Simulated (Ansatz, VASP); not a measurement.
## One calculation of Na, two programs

```
Na
1.0
     6.46148    0.00000    0.00000
     0.00000    6.46148    0.00000
     0.00000    0.00000    7.58521
Na
1
Cartesian
  0.0000 0.0000 0.0000
```

Change from the starting cell: strain -0.080 along x and y, +0.080 along z, atoms carried along.

Alike in both runs: task single point; functional PBEsol; k mesh 8 × 8 × 8; occupations gaussian, width 0.15 eV; no spin polarisation.

```csv
,VASP,Ansatz
version,VASP 6.6.1,Ansatz 0.2.0
potentials or method,"VASP PAW PBE potentials, release 64 (Na_pv), cutoff 520 eV","scalar-relativistic, plane waves, PAW"
valence electrons in the cell,7,9
```

|  | VASP | Ansatz | Ansatz less VASP |
| --- | --- | --- | --- |
| gap on the k mesh at the Fermi level (eV) | none | none | - |
| pressure (GPa) | -0.2 | -0.2 | 0.00 |
| traceless stress, the component that is largest in VASP (GPa) | 0.13 | 0.13 | 0.000 |

VASP's potentials were made for PBE, not for PBEsol. A gap of «none» marks a metal or a gap that the smearing closes. VASP's potentials hold 7 valence electrons a cell and Ansatz's 9, so a difference there can come from the potentials and not from the codes.
